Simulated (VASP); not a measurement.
# Mg (P6_3/mmc) in VASP: a series of runs, part 2 of 4

VASP 6.6.1. Earlier steps stand in the parts before.

## Step 3: Single point, PBEsol (23.84 Å³/atom)

This run uses another cell than the first one, of 23.84 Å³/atom.

File INCAR:

```
SYSTEM = Mg
PREC = Accurate
ENCUT = 520
EDIFF = 1E-7
ISMEAR = 0
SIGMA = 0.1
LREAL = .False.
LASPH = .True.
NELM = 60
ALGO = Normal
ISIF = 2
LWAVE = .False.
LCHARG = .True.
GGA = PS
LELF = .True.
LVHAR = .True.
NBANDS = 9
```

File KPOINTS:

```
Automatic mesh
0
Gamma
  18 18 8
  0 0 0
```

File POSCAR:

```
Mg
1.0
    3.2496987911      0.0000000000      0.0000000000
   -1.6248493956      2.8143217078      0.0000000000
    0.0000000000      0.0000000000      5.2138855915
Mg
2
Direct
    0.3333333333      0.6666666667      0.2500000000
    0.6666666667      0.3333333333      0.7500000000
```

Potentials or basis: VASP PAW PBE potentials, release 64 (Mg).

Launch:

```console
> cat potpaw_PBE.64/Mg/POTCAR > POTCAR
> mpirun -np 1 vasp_std > vasp.out
```

OUTCAR:

```text
SYSTEM = Mg
   PREC = Accurate
   ENCUT = 520
   EDIFF = 1E-7
   ISMEAR = 0
   LREAL = .False.
   LASPH = .True.
   NELM = 60
   ISIF = 2
   GGA = PS

 ion  position               nearest neighbor table
   1  0.333  0.667  0.250-   2 3.21   2 3.21   2 3.21   2 3.21   2 3.21   2 3.21
   2  0.667  0.333  0.750-   1 3.21   1 3.21   1 3.21   1 3.21   1 3.21   1 3.21

  LATTYP: Found a hexagonal cell.
 ALAT       =     3.2496987911
 C/A-ratio  =     1.6044211869

  Lattice vectors:

 A1 = (   3.2496987911,   0.0000000000,   0.0000000000)
 A2 = (  -1.6248493956,   2.8143217078,   0.0000000000)
 A3 = (   0.0000000000,   0.0000000000,   5.2138855915)

Analysis of symmetry for initial positions (statically):
=====================================================================
 Subroutine PRICEL returns:
 Original cell was already a primitive cell.

 Routine SETGRP: Setting up the symmetry group for a
 hexagonal supercell.

 Subroutine GETGRP returns: Found 24 space group operations
 (whereof 12 operations were pure point group operations)
 out of a pool of 24 trial point group operations.

The static configuration has the point symmetry D_3d.
 The point group associated with its full space group is D_6h.

Analysis of symmetry for dynamics (positions and initial velocities):
=====================================================================
 Subroutine PRICEL returns:
 Original cell was already a primitive cell.

 Routine SETGRP: Setting up the symmetry group for a
 hexagonal supercell.

 Subroutine GETGRP returns: Found 24 space group operations
 (whereof 12 operations were pure point group operations)
 out of a pool of 24 trial point group operations.

The dynamic configuration has the point symmetry D_3d.
 The point group associated with its full space group is D_6h.

 Subroutine INISYM returns: Found 24 space group operations
 (whereof 12 operations are pure point group operations),
 and found     1 'primitive' translations

----------------------------------------------------------------------------------------

                                     Primitive cell

  volume of cell :      47.6846

  direct lattice vectors                    reciprocal lattice vectors
     3.249698791  0.000000000  0.000000000     0.307720827  0.177662702  0.000000000
    -1.624849396  2.814321708  0.000000000     0.000000000  0.355325405  0.000000000
     0.000000000  0.000000000  5.213885592     0.000000000  0.000000000  0.191795540

  length of vectors
     3.249698791  3.249698791  5.213885592     0.355325405  0.355325405  0.191795540

  position of ions in fractional coordinates (direct lattice)
     0.333333333  0.666666667  0.250000000
     0.666666667  0.333333333  0.750000000

  ion indices of the primitive-cell ions
   primitive index   ion index
                 1           1
                 2           2

----------------------------------------------------------------------------------------

 KPOINTS: Automatic mesh

Automatic generation of k-mesh.
 Grid dimensions read from file:
 generate k-points for:   18   18    8

 Generating k-lattice:

  Cartesian coordinates                     Fractional coordinates (reciprocal lattice)
     0.017095602  0.009870150  0.000000000     0.055555556  0.000000000  0.000000000
     0.000000000  0.019740300  0.000000000     0.000000000  0.055555556  0.000000000
     0.000000000  0.000000000  0.023974442     0.000000000  0.000000000  0.125000000

  Length of vectors
     0.019740300  0.019740300  0.023974442

  Shift w.r.t. Gamma in fractional coordinates (k-lattice)
     0.000000000  0.000000000  0.000000000

 Subroutine IBZKPT returns following result:
 ===========================================

 Found    185 irreducible k-points:

 Following reciprocal coordinates:
            Coordinates               Weight
  0.000000  0.000000  0.000000      1.000000
  0.055556  0.000000  0.000000      6.000000
  0.111111  0.000000  0.000000      6.000000
  0.166667  0.000000  0.000000      6.000000
  0.222222  0.000000  0.000000      6.000000
  0.277778  0.000000  0.000000      6.000000
[... 16 lines left out ...]
  0.333333  0.111111  0.000000     12.000000
  0.388889  0.111111  0.000000     12.000000
 [... further k-points ...]
   k-points           NKPTS =    185   k-points in BZ     NKDIM =    185   number of bands    NBANDS=      9
   number of dos      NEDOS =    301   number of ions     NIONS =      2
   total plane-waves  NPLWV =  23040
   dimension x,y,z NGX =    24 NGY =   24 NGZ =   40
   dimension x,y,z NGXF=    48 NGYF=   48 NGZF=   80
   ions per type =               2
   NGX,Y,Z   is equivalent  to a cutoff of  12.28, 12.28, 12.75 a.u.
   NGXF,Y,Z  is equivalent  to a cutoff of  24.56, 24.56, 25.51 a.u.
 SYSTEM =  Mg
   PREC   = accura    normal or accurate (medium, high low for compatibility)
   ISTART =      0    job   : 0-new  1-cont  2-samecut
   ICHARG =      2    charge: 1-file 2-atom 10-const
   ISPIN  =      1    spin polarized calculation?
   LNONCOLLINEAR =      F non collinear calculations
   LSORBIT =      F    spin-orbit coupling
   LASPH  =      T    aspherical Exc in radial PAW
   ENCUT  =  520.0 eV  38.22 Ry    6.18 a.u.   6.04  6.04  9.69*2*pi/ulx,y,z
   NELM   =     60;   NELMIN=  2; NELMDL= -5     # of ELM steps
   EDIFF  = 0.1E-06   stopping-criterion for ELM
   LREAL  =      F    real-space projection
   EDIFFG = 0.1E-05   stopping-criterion for IOM
   NSW    =      0    number of steps for IOM
   IBRION =     -1    ionic relax: 0-MD 1-quasi-New 2-CG
   NFREE  =      0    steps in history (QN), initial steepest desc. (CG)
   ISIF   =      2    stress and relaxation
   ISYM   =      2    0-nonsym 1-usesym 2-fastsym
   POTIM  = 0.5000    time-step for ionic-motion
   TEBEG  =    0.0;   TEEND  =   0.0 temperature during run
   PSTRESS=    0.0 pullay stress
   NELECT =       4.0000    total number of electrons
   NUPDOWN=      -1.0000    fix difference up-down
   EMIN   =  10.00;   EMAX   =-10.00  energy-range for DOS
   EFERMI =   0.00;   METHOD = LEGACY
   ISMEAR =     0;   SIGMA  =   0.10  broadening in eV -4-tet -1-fermi 0-gaus
   EFERMI_NEDOS =   21; number of points for ismear=-14 and -15
   IALGO  =     38    algorithm
   IMIX   =      4    mixing-type and parameters
     AMIX     =   0.40;   BMIX     =  1.00
     AMIX_MAG =   1.60;   BMIX_MAG =  1.00
  volume/ion in A,a.u.               =      23.84       160.90
  Fermi-wavevector in a.u.,A,eV,Ry     =   0.716642  1.354256  6.987616  0.513575
  Thomas-Fermi vector in A             =   1.805115
   LORBIT       =      0    0 simple, 1 ext, 2 COOP (PROOUT), +10 PAW based schemes
   GGA     = PS    functional components
   LHFCALC =     F    Hartree Fock is set to
   AEXX    =    0.0000 exact exchange contribution
   IVDW    =     0    specifies the selected vdW correction
   LEPSILON=     F    determine dielectric tensor
   LRPA    =     F    only Hartree local field effects (RPA)
 non-spin polarized calculation
 Gauss-broadening in eV      SIGMA  =   0.10
  energy-cutoff  :      520.00
  volume of cell :       47.68
 maximum number of plane-waves:      1308
   NGX = 13   NGY = 13   NGZ = 19

 number of electron       4.0000000 magnetization

 Free energy of the ion-electron system (eV)
  ---------------------------------------------------
  ext. energy  EPLUGINS =         0.00000000
  ---------------------------------------------------
  free energy    TOTEN  =        -3.43292162 eV

  energy without entropy =       -3.42800395  energy(sigma->0) =       -3.43046278

 E-fermi :   2.4083     XC(G=0):  -8.4158

 val. band max:        2.4079300733   @ k =   0.3889  -0.0000   0.0000
 cond. band min:       2.4110799869   @ k =   0.3333   0.1111   0.1250
 fundamental gap:      0.0031499136
 Fermi energy:         2.4082790006

 k-point     1 :       0.0000    0.0000    0.0000
  band No.  band energies     occupation
      1      -4.3686      2.00000
      2       0.8349      2.00000
      3       1.2676      2.00000
      4      12.9852      0.00000
      5      12.9852      0.00000
      6      12.9989      0.00000
      7      12.9989      0.00000
      8      14.0524      0.00000
      9      15.3630      0.00000
[... 265 lines left out ...]
 k-point    24 :       0.3889    0.1111    0.0000
  band No.  band energies     occupation
      1      -0.5079      2.00000
      2       1.4869      2.00000
      3       4.4389      0.00000
      4       5.0172      0.00000
      5       6.2723      0.00000
      6       6.4335      0.00000
      7       7.8000      0.00000
      8      11.3374      0.00000
      9      12.1668      0.00000

 [... further k-points ...]

------------------------ aborting loop because EDIFF is reached ----------------------------------------

  FORCE on cell =-STRESS in cart. coord.  units (eV):
  Direction    XX          YY          ZZ          XY          YZ          ZX
  --------------------------------------------------------------------------------------
  -------------------------------------------------------------------------------------
  Total       -0.5850980     -0.5850980     -0.6062317      0.0000000      0.0000000      0.0000000
  in kB      -19.6589727    -19.6589727    -20.3690560      0.0000000      0.0000000      0.0000000
  external PRESSURE =     -19.8956671 kB  Pullay stress =       0.0000000 kB

 VOLUME and BASIS-vectors are now :
 -----------------------------------------------------------------------------
  energy-cutoff  :      520.00
  volume of cell :       47.68
      direct lattice vectors                 reciprocal lattice vectors
     3.249698791  0.000000000  0.000000000     0.307720827  0.177662702  0.000000000
    -1.624849396  2.814321708  0.000000000     0.000000000  0.355325405  0.000000000
     0.000000000  0.000000000  5.213885592     0.000000000  0.000000000  0.191795540

 POSITION                                       TOTAL-FORCE (eV/Angst)
 -----------------------------------------------------------------------------------
     -0.00000      1.87621      1.30347        -0.000000      0.000000      0.000000
      1.62485      0.93811      3.91041         0.000000     -0.000000      0.000000
 -----------------------------------------------------------------------------------
    total drift:                                0.000000     -0.000000      0.000000

  FREE ENERGIE OF THE ION-ELECTRON SYSTEM (eV)
  ---------------------------------------------------
  free  energy   TOTEN  =        -3.4329216184 eV

  energy  without entropy=       -3.4280039461  energy(sigma->0) =       -3.43046278
```

stdout:

```text
POSCAR found type information on POSCAR Mg
 POSCAR found :  1 types and       2 ions
 scaLAPACK will be used
 -----------------------------------------------------------------------------
|                                                                             |
|                                                                             |
|     You enforced a specific xc type in the INCAR file but a different       |
|     I HOPE YOU KNOW WHAT YOU ARE DOING!                                     |
|                                                                             |
 -----------------------------------------------------------------------------

 LDA part: xc-table for (Slater+PW92), standard interpolation
 POSCAR, INCAR and KPOINTS ok, starting setup
 FFT: planning ... GRIDC
 FFT: planning ... GRID_SOFT
 FFT: planning ... GRID
 WAVECAR not read
 entering main loop
```

Wall time 67 s (1 thread of Intel Xeon 8259CL, shared host); peak memory 0.21 GiB.

Results:

| Quantity | Value |
| --- | --- |
| Free energy | -3.4329 eV |
| Pressure | -2.0 GPa |
| Band gap on the k mesh | zero (bands 2 and 3 overlap by 2.15 eV) |

Levels at points of the mesh, in eV from the Fermi level:
```tsv
k point	band 1	band 2	band 3	band 4	band 5
(0.00, 0.00, 0.00)	-6.78	-1.57	-1.14	10.58	10.58
(0.50, 0.00, 0.00)	-2.15	-2.12	2.61	3.02	3.24
(0.00, 0.00, 0.50)	-5.40	-5.40	5.09	5.09	11.33
(0.50, 0.00, 0.50)	-1.08	-1.08	-0.48	-0.48	7.73
```

Caveat: the PAW data sets were made with another functional, which shifts forces and pressure a little.

## Step 4: Relaxation of shape and atoms at fixed volume, PBEsol (21.14 Å³/atom)

This run uses another cell than the first one, of 21.14 Å³/atom.

File INCAR:

```
PREC     = Accurate       # precision mode
ENCUT    = 600            # plane-wave cutoff, eV
EDIFF    = 1E-6           # SCF threshold, eV
ISMEAR   = 0              # smearing method
SIGMA    = 0.1            # smearing width, eV
LREAL    = F              # projectors in reciprocal space
LASPH    = T              # aspherical terms in the spheres
NELM     = 100            # most SCF steps
ALGO     = Normal         # electronic algorithm
ISIF     = 4              # what is computed and relaxed
LWAVE    = F              # write WAVECAR
LCHARG   = F              # write CHGCAR
GGA      = PS             # functional
IBRION   = 2              # ionic algorithm
NSW      = 50             # ionic steps
EDIFFG   = -0.01          # ionic threshold
```

File KPOINTS:

```
regular mesh
0
Gamma
  18 18 8
```

File POSCAR:

```
Mg
1.0
    3.1221260888      0.0000000000      0.0000000000
   -1.5610630444      2.7038405067      0.0000000000
    0.0000000000      0.0000000000      5.0092052449
Mg
2
Direct
    0.3333333333      0.6666666667      0.2500000000
    0.6666666667      0.3333333333      0.7500000000
```

Launch:

```console
> cat potpaw_PBE.64/Mg/POTCAR > POTCAR
> mpirun -np 1 vasp_std > vasp.out
```

It took 67 s on 1 thread of Intel Xeon 8259CL, shared host; peak memory 0.22 GiB.

Results (log left out):

| Property | Result |
| --- | --- |
| Free energy | -3.4304 eV |
| Pressure after relaxing | 2.6 GPa |
| Band gap on the k mesh | zero (bands 2 and 3 overlap by 2.14 eV) |

Final structure:
```
Mg
1.0
     3.12213    0.00000    0.00000
    -1.56106    2.70384    0.00000
     0.00000    0.00000    5.00921
Mg
2
Direct
  0.33333 0.66667 0.25000
  0.66667 0.33333 0.75000
```

Levels at points of the mesh, in eV from the Fermi level:
```tsv
k point	band 1	band 2	band 3	band 4	band 5	band 6
(0.00, 0.00, 0.00)	-7.30	-1.76	-1.13	11.27	11.28	11.53
(0.50, 0.00, 0.00)	-2.33	-2.25	2.80	3.07	3.59	3.94
(0.00, 0.00, 0.50)	-5.81	-5.81	5.46	5.46	12.04	12.04
(0.50, 0.00, 0.50)	-1.21	-1.21	-0.45	-0.45	8.30	8.33
```

Caveat: the PAW data sets were made with another functional, which shifts forces and pressure a little.

(Continued in part 3 of 4.)

The gap in the log of VASP goes by the Fermi energy; the results here count the filled bands.